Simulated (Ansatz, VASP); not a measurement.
## CaIr3 in VASP and in Ansatz

```
CELL_PARAMETERS angstrom
5.75206 0.00000 0.00000
-2.87603 4.98143 0.00000
0.00000 0.00000 4.62870
ATOMIC_POSITIONS crystal
Ca 0.33333 0.66667 0.25000
Ca 0.66667 0.33333 0.75000
Ir 0.84125 0.68250 0.25000
Ir 0.15875 0.84125 0.75000
Ir 0.31750 0.15875 0.25000
Ir 0.15875 0.31750 0.75000
Ir 0.84125 0.15875 0.25000
Ir 0.68250 0.84125 0.75000
```

Alike in both runs: functional PBE; k mesh 12 × 12 × 8; occupations gaussian, width 0.1 eV; no spin polarisation.

Ansatz relaxed the structure, and its values are those at the end. VASP's run is a single point on that final structure, the one shown.

|  | VASP | Ansatz |
| --- | --- | --- |
| version | VASP 6.6.1 | Ansatz 0.2.0 |
| potentials or method | VASP PAW PBE potentials, release 64 (Ca_sv, Ir), cutoff 520 eV | scalar-relativistic, plane waves, PAW |
| valence electrons in the cell | 74 | 122 |

VASP gave:

| Quantity | Value |
| --- | --- |
| gap on the k mesh at the Fermi level (eV) | none |
| pressure (GPa) | 0.4 |
| rms of the force components (eV/Å) | 0.004 |

Q: Which values does Ansatz return?

A: gap on the k mesh at the Fermi level (eV): none; pressure (GPa): 0.0; rms of the force components (eV/Å): 0.000.

A gap of «none» marks a metal or a gap that the smearing closes. The functional is the same, so the differences come from potentials, cutoffs and numerics. VASP's potentials hold 74 valence electrons a cell and Ansatz's 122, so a difference there can come from the potentials and not from the codes.

Neither program's run includes spin-orbit coupling.
